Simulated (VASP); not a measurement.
# AlN (Fm-3m) in VASP: notebook

AlN is run at these levels: PBEsol; tasks: single point, relaxation of cell and atoms.

Program: VASP 6.6.1. These are calculated values, not measurements. Logs are shortened: lines on timing, memory, paths and dates and some standing lists are left out, and cuts for length are marked.

## (1) The cell of the first run

Symmetry: Fm-3m, No. 225, cubic system. Conventional cell: a = 3.978 Å, b = 3.978 Å, c = 3.978 Å, α = 90.00°, β = 90.00°, γ = 90.00°. Within 2.6 Å of Al (site symmetry m-3m) lie 6 N at 1.99 Å. N (site symmetry m-3m) has 6 Al at 1.99 Å within 2.6 Å.

## (2) Single point, PBEsol

File INCAR:

```
  ALGO = Normal
  EDIFF = 1E-6
  ENCUT = 600
  GGA = PS
  GGA_COMPAT = False
  ISIF = 2
  ISMEAR = 0
  LASPH = True
  LCHARG = True
  LELF = True
  LREAL = False
  LVHAR = True
  LWAVE = False
  NBANDS = 11
  NELM = 120
  PREC = Accurate
  SIGMA = 0.1
```

File KPOINTS:

```
k-points
0
Gamma
  8 8 8
```

File POSCAR:

```
AlN
1.0
    0.0000000000      1.9892168054      1.9892168054
    1.9892168054      0.0000000000      1.9892168054
    1.9892168054      1.9892168054      0.0000000000
Al N
1 1
Direct
    0.5000000000      0.5000000000      0.5000000000
    0.0000000000      0.0000000000      0.0000000000
```

Potentials or basis: VASP PAW PBE potentials, release 64 (Al, N).

Command:

```bash
cat potpaw_PBE.64/Al/POTCAR potpaw_PBE.64/N/POTCAR > POTCAR
mpirun -np 1 vasp_std > vasp.out
```

OUTCAR:

```text
EDIFF = 1E-6
   ENCUT = 600
   GGA = PS
   ISIF = 2
   ISMEAR = 0
   LASPH = True
   LREAL = False
   NELM = 120
   PREC = Accurate

 ion  position               nearest neighbor table
   1  0.500  0.500  0.500-   2 1.99   2 1.99   2 1.99   2 1.99   2 1.99   2 1.99
   2  0.000  0.000  0.000-   1 1.99   1 1.99   1 1.99   1 1.99   1 1.99   1 1.99

  LATTYP: Found a face centered cubic cell.
 ALAT       =     3.9784336108

  Lattice vectors:

 A1 = (   0.0000000000,   1.9892168054,   1.9892168054)
 A2 = (   1.9892168054,   0.0000000000,   1.9892168054)
 A3 = (   1.9892168054,   1.9892168054,   0.0000000000)

Analysis of symmetry for initial positions (statically):
=====================================================================
 Subroutine PRICEL returns:
 Original cell was already a primitive cell.

 Routine SETGRP: Setting up the symmetry group for a
 face centered cubic supercell.

 Subroutine GETGRP returns: Found 48 space group operations
 (whereof 48 operations were pure point group operations)
 out of a pool of 48 trial point group operations.

The static configuration has the point symmetry O_h .

Analysis of symmetry for dynamics (positions and initial velocities):
=====================================================================
 Subroutine PRICEL returns:
 Original cell was already a primitive cell.

 Routine SETGRP: Setting up the symmetry group for a
 face centered cubic supercell.

 Subroutine GETGRP returns: Found 48 space group operations
 (whereof 48 operations were pure point group operations)
 out of a pool of 48 trial point group operations.

The dynamic configuration has the point symmetry O_h .

 Subroutine INISYM returns: Found 48 space group operations
 (whereof 48 operations are pure point group operations),
 and found     1 'primitive' translations

----------------------------------------------------------------------------------------

                                     Primitive cell

  volume of cell :      15.7426

  direct lattice vectors                    reciprocal lattice vectors
     0.000000000  1.989216805  1.989216805    -0.251355206  0.251355206  0.251355206
     1.989216805  0.000000000  1.989216805     0.251355206 -0.251355206  0.251355206
     1.989216805  1.989216805  0.000000000     0.251355206  0.251355206 -0.251355206

  length of vectors
     2.813177385  2.813177385  2.813177385     0.435359988  0.435359988  0.435359988

  position of ions in fractional coordinates (direct lattice)
     0.500000000  0.500000000  0.500000000
     0.000000000  0.000000000  0.000000000

  ion indices of the primitive-cell ions
   primitive index   ion index
                 1           1
                 2           2

----------------------------------------------------------------------------------------

 KPOINTS: k-points

Automatic generation of k-mesh.
 Grid dimensions read from file:
 generate k-points for:    8    8    8

 Generating k-lattice:

  Cartesian coordinates                     Fractional coordinates (reciprocal lattice)
    -0.031419401  0.031419401  0.031419401     0.125000000  0.000000000  0.000000000
     0.031419401 -0.031419401  0.031419401     0.000000000  0.125000000  0.000000000
     0.031419401  0.031419401 -0.031419401     0.000000000  0.000000000  0.125000000

  Length of vectors
     0.054419998  0.054419998  0.054419998

  Shift w.r.t. Gamma in fractional coordinates (k-lattice)
     0.000000000  0.000000000  0.000000000

 Subroutine IBZKPT returns following result:
 ===========================================

 Found     29 irreducible k-points:

 Following reciprocal coordinates:
            Coordinates               Weight
  0.000000  0.000000  0.000000      1.000000
  0.125000  0.000000  0.000000      8.000000
  0.250000  0.000000  0.000000      8.000000
  0.375000  0.000000  0.000000      8.000000
  0.500000  0.000000  0.000000      4.000000
  0.125000  0.125000  0.000000      6.000000
[... 16 lines left out ...]
  0.500000  0.250000  0.125000     48.000000
 -0.375000  0.250000  0.125000     24.000000
 [... further k-points ...]
   k-points           NKPTS =     29   k-points in BZ     NKDIM =     29   number of bands    NBANDS=     11
   number of dos      NEDOS =    301   number of ions     NIONS =      2
   total plane-waves  NPLWV =  13824
   dimension x,y,z NGX =    24 NGY =   24 NGZ =   24
   dimension x,y,z NGXF=    48 NGYF=   48 NGZF=   48
   ions per type =               1   1
   NGX,Y,Z   is equivalent  to a cutoff of  14.18, 14.18, 14.18 a.u.
   NGXF,Y,Z  is equivalent  to a cutoff of  28.37, 28.37, 28.37 a.u.
 SYSTEM =  unknown system
   PREC   = accura    normal or accurate (medium, high low for compatibility)
   ISTART =      0    job   : 0-new  1-cont  2-samecut
   ICHARG =      2    charge: 1-file 2-atom 10-const
   ISPIN  =      1    spin polarized calculation?
   LNONCOLLINEAR =      F non collinear calculations
   LSORBIT =      F    spin-orbit coupling
   LASPH  =      T    aspherical Exc in radial PAW
   ENCUT  =  600.0 eV  44.10 Ry    6.64 a.u.   5.62  5.62  5.62*2*pi/ulx,y,z
   NELM   =    120;   NELMIN=  2; NELMDL= -5     # of ELM steps
   EDIFF  = 0.1E-05   stopping-criterion for ELM
   LREAL  =      F    real-space projection
   EDIFFG = 0.1E-04   stopping-criterion for IOM
   NSW    =      0    number of steps for IOM
   IBRION =     -1    ionic relax: 0-MD 1-quasi-New 2-CG
   NFREE  =      0    steps in history (QN), initial steepest desc. (CG)
   ISIF   =      2    stress and relaxation
   ISYM   =      2    0-nonsym 1-usesym 2-fastsym
   POTIM  = 0.5000    time-step for ionic-motion
   TEBEG  =    0.0;   TEEND  =   0.0 temperature during run
   PSTRESS=    0.0 pullay stress
   NELECT =       8.0000    total number of electrons
   NUPDOWN=      -1.0000    fix difference up-down
   EMIN   =  10.00;   EMAX   =-10.00  energy-range for DOS
   EFERMI =   0.00;   METHOD = LEGACY
   ISMEAR =     0;   SIGMA  =   0.10  broadening in eV -4-tet -1-fermi 0-gaus
   EFERMI_NEDOS =   21; number of points for ismear=-14 and -15
   IALGO  =     38    algorithm
   IMIX   =      4    mixing-type and parameters
     AMIX     =   0.40;   BMIX     =  1.00
     AMIX_MAG =   1.60;   BMIX_MAG =  1.00
  volume/ion in A,a.u.               =       7.87        53.12
  Fermi-wavevector in a.u.,A,eV,Ry     =   1.306410  2.468756 23.221147  1.706706
  Thomas-Fermi vector in A             =   2.437214
   LORBIT       =      0    0 simple, 1 ext, 2 COOP (PROOUT), +10 PAW based schemes
   GGA     = PS    functional components
   LHFCALC =     F    Hartree Fock is set to
   AEXX    =    0.0000 exact exchange contribution
   IVDW    =     0    specifies the selected vdW correction
   LEPSILON=     F    determine dielectric tensor
   LRPA    =     F    only Hartree local field effects (RPA)
 non-spin polarized calculation
 Gauss-broadening in eV      SIGMA  =   0.10
  energy-cutoff  :      600.00
  volume of cell :       15.74
 maximum number of plane-waves:       544
 NGX is ok and might be reduce to    24
   NGX = 11   NGY = 11   NGZ = 11

 number of electron       8.0000000 magnetization

 Free energy of the ion-electron system (eV)
  ---------------------------------------------------
  ext. energy  EPLUGINS =         0.00000000
  ---------------------------------------------------
  free energy    TOTEN  =       -15.41498473 eV

  energy without entropy =      -15.41498473  energy(sigma->0) =      -15.41498473

 E-fermi :  10.9396     XC(G=0): -12.6828

 val. band max:       10.5299172509   @ k =   0.0000   0.0000   0.0000
 cond. band min:      15.5572549110   @ k =   0.5000   0.5000   0.0000
 fundamental gap:      5.0273376601
 Fermi energy:        10.9396054068

 k-point     1 :       0.0000    0.0000    0.0000
  band No.  band energies     occupation
      1      -7.4725      2.00000
      2      10.5299      2.00000
      3      10.5299      2.00000
      4      10.5299      2.00000
      5      16.9148      0.00000
      6      22.7064      0.00000
      7      22.7064      0.00000
      8      22.7064      0.00000
      9      27.9198      0.00000
     10      28.5738      0.00000
     11      28.5738      0.00000

 k-point     2 :       0.1250    0.0000    0.0000
  band No.  band energies     occupation
      1      -7.1360      2.00000
      2       9.0103      2.00000
      3      10.3246      2.00000
      4      10.3246      2.00000
      5      17.7090      0.00000
      6      21.5681      0.00000
      7      23.1743      0.00000
      8      23.1743      0.00000
      9      26.7853      0.00000
     10      26.7853      0.00000
     11      29.2787      0.00000

 k-point     3 :       0.2500    0.0000    0.0000
  band No.  band energies     occupation
      1      -6.1747      2.00000
      2       6.0560      2.00000
      3       9.8809      2.00000
      4       9.8809      2.00000
      5      17.7663      0.00000
      6      22.0172      0.00000
      7      23.0907      0.00000
      8      23.0907      0.00000
      9      27.0080      0.00000
     10      27.0080      0.00000
     11      28.2932      0.00000

 k-point     4 :       0.3750    0.0000    0.0000
  band No.  band energies     occupation
      1      -4.8185      2.00000
      2       3.2191      2.00000
      3       9.4928      2.00000
      4       9.4928      2.00000
      5      17.1270      0.00000
      6      22.1925      0.00000
      7      22.1925      0.00000
      8      23.7259      0.00000
      9      27.3454      0.00000
     10      29.6555      0.00000
     11      29.6555      0.00000

 k-point     5 :       0.5000    0.0000    0.0000
  band No.  band energies     occupation
      1      -3.9727      2.00000
      2       1.8435      2.00000
      3       9.3447      2.00000
      4       9.3447      2.00000
      5      16.8820      0.00000
      6      21.8279      0.00000
      7      21.8279      0.00000
      8      24.5097      0.00000
      9      27.0324      0.00000
     10      31.6085      0.00000
     11      31.6085      0.00000
[... 211 lines left out ...]
 k-point    21 :       0.5000    0.5000    0.0000
  band No.  band energies     occupation
      1      -2.9045      2.00000
      2       2.7480      2.00000
      3       7.5787      2.00000
      4       7.5787      2.00000
      5      15.5573      0.00000
      6      15.5783      0.00000
      7      25.0972      0.00000
      8      28.4657      0.00000
      9      28.4657      0.00000
     10      34.1878      0.00000
     11      37.5930      0.00000

 k-point    22 :       0.3750    0.2500    0.1250
  band No.  band energies     occupation
      1      -5.3784      2.00000
      2       5.6796      2.00000
      3       7.8022      2.00000
      4       9.2557      2.00000
      5      19.3092      0.00000
      6      19.7457      0.00000
      7      21.1505      0.00000
      8      24.8661      0.00000
      9      26.0048      0.00000
     10      30.5076      0.00000
     11      32.6782      0.00000

 k-point    23 :       0.5000    0.2500    0.1250
  band No.  band energies     occupation
      1      -4.1542      2.00000
      2       3.8143      2.00000
      3       6.8402      2.00000
      4       8.6909      2.00000
      5      19.1261      0.00000
      6      20.0177      0.00000
      7      21.6896      0.00000
      8      24.2633      0.00000
      9      27.9073      0.00000
     10      31.1256      0.00000
     11      33.0464      0.00000

 k-point    24 :      -0.3750    0.2500    0.1250
  band No.  band energies     occupation
      1      -3.4349      2.00000
      2       2.7534      2.00000
      3       6.6126      2.00000
      4       8.4137      2.00000
      5      19.2045      0.00000
      6      19.4294      0.00000
      7      23.2505      0.00000
      8      23.7385      0.00000
      9      29.0889      0.00000
     10      30.1449      0.00000
     11      33.4766      0.00000

 [... further k-points ...]
[... 5 lines left out ...]
  --------------------------------------------------------------------------------------
  -------------------------------------------------------------------------------------
  Total        1.4020553      1.4020553      1.4020553     -0.0000000      0.0000000     -0.0000000
  in kB      142.6919129    142.6919129    142.6919129     -0.0000000      0.0000000     -0.0000000
  external PRESSURE =     142.6919129 kB  Pullay stress =       0.0000000 kB

 VOLUME and BASIS-vectors are now :
 -----------------------------------------------------------------------------
  energy-cutoff  :      600.00
  volume of cell :       15.74
      direct lattice vectors                 reciprocal lattice vectors
     0.000000000  1.989216805  1.989216805    -0.251355206  0.251355206  0.251355206
     1.989216805  0.000000000  1.989216805     0.251355206 -0.251355206  0.251355206
     1.989216805  1.989216805  0.000000000     0.251355206  0.251355206 -0.251355206

 POSITION                                       TOTAL-FORCE (eV/Angst)
 -----------------------------------------------------------------------------------
      1.98922      1.98922      1.98922         0.000000      0.000000      0.000000
      0.00000      0.00000      0.00000        -0.000000     -0.000000     -0.000000
 -----------------------------------------------------------------------------------
    total drift:                                0.000000     -0.000000     -0.000000

  FREE ENERGIE OF THE ION-ELECTRON SYSTEM (eV)
  ---------------------------------------------------
  free  energy   TOTEN  =       -15.4149847299 eV

  energy  without entropy=      -15.4149847299  energy(sigma->0) =      -15.41498473
```

Run time: 4.8 s. Hardware: 1 thread of Intel Xeon Platinum 8259CL at 2.50GHz (Skylake/Cascade Lake), shared host; peak memory 0.13 GiB.

What came out:

- Free energy: -15.4150 eV
- Pressure: 14.3 GPa
- Band gap on the k mesh: 5.03 eV, indirect (least direct gap 6.38 eV)

Caveat: the PAW data sets were made with another functional, which shifts forces and pressure a little. A hybrid or GW would open this gap; PBEsol tends to underestimate it.

(Part 1 of 3 ends here.)
